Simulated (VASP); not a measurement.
# S (R-3m) in VASP: a series of runs

Runs on S. Level: PBE. Tasks: single point.

Program: VASP 6.6.1. These are calculated values, not measurements. Logs are shortened: lines on timing, memory, paths and dates and some standing lists are left out, and cuts for length are marked.

## (1) The cell of the first run

Symmetry: R-3m, No. 166, trigonal system. Conventional cell: a = 3.277 Å, b = 3.277 Å, c = 2.584 Å, α = 90.00°, β = 90.00°, γ = 120.00°. Within 2.8 Å of S (site symmetry -3m) lie 14 S at 2.08 to 2.58 Å.

## (2) Single point, PBE

INCAR reads:

```
SYSTEM = S
ALGO = Normal
EDIFF = 1E-6
ENCUT = 500
GGA = PE
GGA_COMPAT = .False.
ISIF = 2
ISMEAR = 1
LASPH = .True.
LCHARG = .False.
LREAL = .False.
LWAVE = .False.
NBANDS = 9
NELM = 120
PREC = Accurate
SIGMA = 0.05
```

KPOINTS reads:

```
k-points
0
Gamma
  5 5 5
  0 0 0
```

POSCAR reads:

```
S
1.0
    1.6385000000      0.9459884161      0.8613333333
   -1.6385000000      0.9459884161      0.8613333333
    0.0000000000     -1.8919768321      0.8613333333
S
1
Direct
    0.0000000000      0.0000000000      0.0000000000
```

Potentials or basis: VASP PAW PBE potentials, release 64 (S).

Run with:

```bash
cat potpaw_PBE.64/S/POTCAR > POTCAR
mpirun -np 1 vasp_std > vasp.out
```

OUTCAR:

```text
SYSTEM = S
   EDIFF = 1E-6
   ENCUT = 500
   GGA = PE
   ISIF = 2
   ISMEAR = 1
   LASPH = .True.
   LREAL = .False.
   NELM = 120
   PREC = Accurate

 ion  position               nearest neighbor table
   1  0.000  0.000  0.000-

  LATTYP: Found a trigonal (rhomboedric) cell.
 ALAT       =     2.0788149135
 COS(alpha) =    -0.2424852435

  Lattice vectors:

 A1 = (   1.6385000000,   0.9459884161,   0.8613333333)
 A2 = (  -1.6385000000,   0.9459884161,   0.8613333333)
 A3 = (   0.0000000000,  -1.8919768321,   0.8613333333)

Analysis of symmetry for initial positions (statically):
=====================================================================
 Subroutine PRICEL returns:
 Original cell was already a primitive cell.

 Routine SETGRP: Setting up the symmetry group for a
 trigonal (rhombohedral) supercell.

 Subroutine GETGRP returns: Found 12 space group operations
 (whereof 12 operations were pure point group operations)
 out of a pool of 12 trial point group operations.

The static configuration has the point symmetry D_3d.

Analysis of symmetry for dynamics (positions and initial velocities):
=====================================================================
 Subroutine PRICEL returns:
 Original cell was already a primitive cell.

 Routine SETGRP: Setting up the symmetry group for a
 trigonal (rhombohedral) supercell.

 Subroutine GETGRP returns: Found 12 space group operations
 (whereof 12 operations were pure point group operations)
 out of a pool of 12 trial point group operations.

The dynamic configuration has the point symmetry D_3d.

 Subroutine INISYM returns: Found 12 space group operations
 (whereof 12 operations are pure point group operations),
 and found     1 'primitive' translations

----------------------------------------------------------------------------------------

                                     Primitive cell

  volume of cell :       8.0104

  direct lattice vectors                    reciprocal lattice vectors
     1.638500000  0.945988416  0.861333333     0.305157156  0.176182566  0.386996904
    -1.638500000  0.945988416  0.861333333    -0.305157156  0.176182566  0.386996904
     0.000000000 -1.891976832  0.861333333     0.000000000 -0.352365132  0.386996904

  length of vectors
     2.078814913  2.078814913  2.078814913     0.523381114  0.523381114  0.523381114

  position of ions in fractional coordinates (direct lattice)
     0.000000000  0.000000000  0.000000000

  ion indices of the primitive-cell ions
   primitive index   ion index
                 1           1

----------------------------------------------------------------------------------------

 KPOINTS: k-points

Automatic generation of k-mesh.
 Grid dimensions read from file:
 generate k-points for:    5    5    5

 Generating k-lattice:

  Cartesian coordinates                     Fractional coordinates (reciprocal lattice)
     0.061031431  0.035236513  0.077399381     0.200000000  0.000000000  0.000000000
    -0.061031431  0.035236513  0.077399381     0.000000000  0.200000000  0.000000000
     0.000000000 -0.070473026  0.077399381     0.000000000  0.000000000  0.200000000

  Length of vectors
     0.104676223  0.104676223  0.104676223

  Shift w.r.t. Gamma in fractional coordinates (k-lattice)
     0.000000000  0.000000000  0.000000000

 Subroutine IBZKPT returns following result:
 ===========================================

 Found     19 irreducible k-points:

 Following reciprocal coordinates:
            Coordinates               Weight
  0.000000  0.000000  0.000000      1.000000
  0.200000  0.000000  0.000000      6.000000
  0.400000  0.000000  0.000000      6.000000
  0.200000  0.200000  0.000000      6.000000
  0.400000  0.200000  0.000000     12.000000
 -0.400000  0.200000 -0.000000     12.000000
[... 11 lines left out ...]
  0.400000  0.400000  0.400000      2.000000
 -0.400000  0.400000  0.400000      6.000000
   k-points           NKPTS =     19   k-points in BZ     NKDIM =     19   number of bands    NBANDS=      9
   number of dos      NEDOS =    301   number of ions     NIONS =      1
   total plane-waves  NPLWV =   4096
   dimension x,y,z NGX =    16 NGY =   16 NGZ =   16
   dimension x,y,z NGXF=    32 NGYF=   32 NGZF=   32
   ions per type =               1
   NGX,Y,Z   is equivalent  to a cutoff of  12.80, 12.80, 12.80 a.u.
   NGXF,Y,Z  is equivalent  to a cutoff of  25.59, 25.59, 25.59 a.u.
 SYSTEM =  S
   PREC   = accura    normal or accurate (medium, high low for compatibility)
   ISTART =      0    job   : 0-new  1-cont  2-samecut
   ICHARG =      2    charge: 1-file 2-atom 10-const
   ISPIN  =      1    spin polarized calculation?
   LNONCOLLINEAR =      F non collinear calculations
   LSORBIT =      F    spin-orbit coupling
   LASPH  =      T    aspherical Exc in radial PAW
   ENCUT  =  500.0 eV  36.75 Ry    6.06 a.u.   3.79  3.79  3.79*2*pi/ulx,y,z
   NELM   =    120;   NELMIN=  2; NELMDL= -5     # of ELM steps
   EDIFF  = 0.1E-05   stopping-criterion for ELM
   LREAL  =      F    real-space projection
   EDIFFG = 0.1E-04   stopping-criterion for IOM
   NSW    =      0    number of steps for IOM
   IBRION =     -1    ionic relax: 0-MD 1-quasi-New 2-CG
   NFREE  =      0    steps in history (QN), initial steepest desc. (CG)
   ISIF   =      2    stress and relaxation
   ISYM   =      2    0-nonsym 1-usesym 2-fastsym
   POTIM  = 0.5000    time-step for ionic-motion
   TEBEG  =    0.0;   TEEND  =   0.0 temperature during run
   PSTRESS=    0.0 pullay stress
   NELECT =       6.0000    total number of electrons
   NUPDOWN=      -1.0000    fix difference up-down
   EMIN   =  10.00;   EMAX   =-10.00  energy-range for DOS
   EFERMI =   0.00;   METHOD = LEGACY
   ISMEAR =     1;   SIGMA  =   0.05  broadening in eV -4-tet -1-fermi 0-gaus
   EFERMI_NEDOS =   21; number of points for ismear=-14 and -15
   IALGO  =     38    algorithm
   IMIX   =      4    mixing-type and parameters
     AMIX     =   0.40;   BMIX     =  1.00
     AMIX_MAG =   1.60;   BMIX_MAG =  1.00
  volume/ion in A,a.u.               =       8.01        54.06
  Fermi-wavevector in a.u.,A,eV,Ry     =   1.486758  2.809565 30.074995  2.210450
  Thomas-Fermi vector in A             =   2.600004
   LORBIT       =      0    0 simple, 1 ext, 2 COOP (PROOUT), +10 PAW based schemes
   GGA     = PE    functional components
   LHFCALC =     F    Hartree Fock is set to
   AEXX    =    0.0000 exact exchange contribution
   IVDW    =     0    specifies the selected vdW correction
   LEPSILON=     F    determine dielectric tensor
   LRPA    =     F    only Hartree local field effects (RPA)
 non-spin polarized calculation
 Methfessel and Paxton  Order N= 1 SIGMA  =   0.05
  energy-cutoff  :      500.00
  volume of cell :        8.01
 maximum number of plane-waves:       210
   NGX =  7   NGY =  7   NGZ =  7

 number of electron       5.9999998 magnetization

 Free energy of the ion-electron system (eV)
  ---------------------------------------------------
  ext. energy  EPLUGINS =         0.00000000
  ---------------------------------------------------
  free energy    TOTEN  =        -0.44290524 eV

  energy without entropy =       -0.44304439  energy(sigma->0) =       -0.44295162

 E-fermi :  20.4624     XC(G=0): -14.5425

 val. band max:       20.4203462402   @ k =  -0.2000   0.2000   0.0000
 cond. band min:      20.6930924832   @ k =   0.4000   0.4000   0.4000
 fundamental gap:      0.2727462430
 Fermi energy:        20.4624403509

 k-point     1 :       0.0000    0.0000    0.0000
  band No.  band energies     occupation
      1      -5.9024      2.00000
      2      25.9694      0.00000
      3      29.1066      0.00000
      4      29.1066      0.00000
      5      29.4053      0.00000
      6      29.4053      0.00000
      7      37.3307      0.00000
      8      43.6338      0.00000
      9      43.6338      0.00000

 k-point     2 :       0.2000    0.0000    0.0000
  band No.  band energies     occupation
      1      -4.3792      2.00000
      2      17.5011      2.00000
      3      25.9253      0.00000
      4      26.8486      0.00000
      5      31.5095      0.00000
      6      36.4247      0.00000
      7      38.7944      0.00000
      8      40.6976      0.00000
      9      43.3957      0.00000

 k-point     3 :       0.4000    0.0000    0.0000
  band No.  band energies     occupation
      1       0.0689      2.00000
      2       7.7772      2.00000
      3      25.2567      0.00000
      4      26.6526      0.00000
      5      29.0260      0.00000
      6      33.2027      0.00000
      7      44.4066      0.00000
      8      46.3928      0.00000
      9      48.5912      0.00000

 k-point     4 :       0.2000    0.2000    0.0000
  band No.  band energies     occupation
      1      -1.9204      2.00000
      2      14.9225      2.00000
      3      16.1376      2.00000
      4      24.8754      0.00000
      5      35.6608      0.00000
      6      39.0627      0.00000
      7      44.0308      0.00000
      8      44.1440      0.00000
      9      46.2338      0.00000
[... 145 lines left out ...]
 k-point    17 :      -0.4000   -0.4000    0.2000
  band No.  band energies     occupation
      1       6.9938      2.00000
      2       9.5721      2.00000
      3      11.5641      2.00000
      4      25.8184      0.00000
      5      28.6087      0.00000
      6      30.5171      0.00000
      7      37.2141      0.00000
      8      42.0830      0.00000
      9      50.4276      0.00000

 k-point    18 :       0.4000    0.4000    0.4000
  band No.  band energies     occupation
      1      10.9502      2.00000
      2      10.9502      2.00000
      3      12.6985      2.00000
      4      20.6931     -0.00000
      5      25.0428      0.00000
      6      25.0428      0.00000
      7      28.8924      0.00000
      8      55.7887      0.00000
      9      55.7887      0.00000

 k-point    19 :      -0.4000    0.4000    0.4000
  band No.  band energies     occupation
      1       7.9385      2.00000
      2      13.3018      2.00000
      3      15.9969      2.00000
      4      18.6599      2.00000
      5      20.8352     -0.00000
      6      26.0649      0.00000
      7      36.4426      0.00000
      8      48.2927      0.00000
      9      52.2727      0.00000

------------------------ aborting loop because EDIFF is reached ----------------------------------------

  FORCE on cell =-STRESS in cart. coord.  units (eV):
  Direction    XX          YY          ZZ          XY          YZ          ZX
  --------------------------------------------------------------------------------------
  -------------------------------------------------------------------------------------
  Total       10.5066598     10.5066598     10.4121858      0.0000000      0.0000000      0.0000000
  in kB     2101.4568826   2101.4568826   2082.5609638      0.0000000      0.0000001      0.0000000
  external PRESSURE =    2095.1582430 kB  Pullay stress =       0.0000000 kB

 VOLUME and BASIS-vectors are now :
 -----------------------------------------------------------------------------
  energy-cutoff  :      500.00
  volume of cell :        8.01
      direct lattice vectors                 reciprocal lattice vectors
     1.638500000  0.945988416  0.861333333     0.305157156  0.176182566  0.386996904
    -1.638500000  0.945988416  0.861333333    -0.305157156  0.176182566  0.386996904
     0.000000000 -1.891976832  0.861333333     0.000000000 -0.352365132  0.386996904

 POSITION                                       TOTAL-FORCE (eV/Angst)
 -----------------------------------------------------------------------------------
      0.00000      0.00000      0.00000        -0.000000      0.000000     -0.000000
 -----------------------------------------------------------------------------------
    total drift:                               -0.000000      0.000000     -0.000000

  FREE ENERGIE OF THE ION-ELECTRON SYSTEM (eV)
  ---------------------------------------------------
  free  energy   TOTEN  =        -0.4429052365 eV

  energy  without entropy=       -0.4430443862  energy(sigma->0) =       -0.44295162
```

Wall time 2.1 s (1 thread of Intel Xeon Platinum 8488C (Sapphire Rapids), shared host); peak memory 0.1 GiB.

What came out:

```yaml
Free_energy: -0.4429 eV
Pressure: 209.5 GPa
Band_gap_on_the_k_mesh: zero (bands 3 and 4 overlap by 13.38 eV)
```

Stress tensor (GPa, compression positive):
```
210.15   0.00   0.00
  0.00 210.15   0.00
  0.00   0.00 208.26
```

Levels at points of the mesh, in eV from the Fermi level:
| k point | band 1 | band 2 | band 3 | band 4 | band 5 | band 6 | band 7 |
| --- | --- | --- | --- | --- | --- | --- | --- |
| (0.00, 0.00, 0.00) | -26.36 | 5.51 | 8.64 | 8.64 | 8.94 | 8.94 | 16.87 |

Caveat: the k points lie up to 0.66 Å⁻¹ apart, too coarse for converged energies and pressures of a metal.

## (3) Single point, PBE

INCAR reads:

```
ALGO = Normal ; EDIFF = 1E-6
ENCUT = 500 ; GGA = PE
GGA_COMPAT = False ; ISIF = 2
ISMEAR = 1 ; LASPH = True
LCHARG = True ; LELF = True
LREAL = False ; LVHAR = True
LWAVE = False ; NBANDS = 9
NELM = 120 ; PREC = Accurate
SIGMA = 0.05
```

KPOINTS reads:

```
k-points
0
Gamma
  6 6 6
```

POSCAR is that of step 2.

Potentials or basis: VASP PAW PBE potentials, release 64 (S).

Run with:

```bash
cat potpaw_PBE.64/S/POTCAR > POTCAR
mpirun -np 1 vasp_std > vasp.out
```

Run time: 2.8 s. Hardware: 1 thread of Intel Xeon Platinum 8488C (Sapphire Rapids), shared host; peak memory 0.11 GiB.

Results (log left out):

```
Free energy            : -0.2697 eV
Pressure               : 210.9 GPa
Band gap on the k mesh : zero (bands 3 and 4 overlap by 13.39 eV)
```

Stress tensor (GPa, compression positive):
```
212.04   0.00   0.00
  0.00 212.04   0.00
  0.00   0.00 208.51
```

Levels at points of the mesh, in eV from the Fermi level:
| k point | band 1 | band 2 | band 3 | band 4 | band 5 | band 6 |
| --- | --- | --- | --- | --- | --- | --- |
| (0.00, 0.00, 0.00) | -26.65 | 5.24 | 8.36 | 8.36 | 8.64 | 8.64 |
| (0.50, 0.00, 0.00) | -18.27 | -16.05 | 4.46 | 6.40 | 7.24 | 11.96 |
| (0.50, 0.50, 0.00) | -14.34 | -13.56 | -4.44 | 0.86 | 8.61 | 12.30 |
| (0.50, 0.50, 0.50) | -8.02 | -8.02 | -4.06 | -3.90 | -1.10 | -1.10 |

Caveat: the k points lie up to 0.55 Å⁻¹ apart, too coarse for converged energies and pressures of a metal.

(Continued in part 2 of 2.)
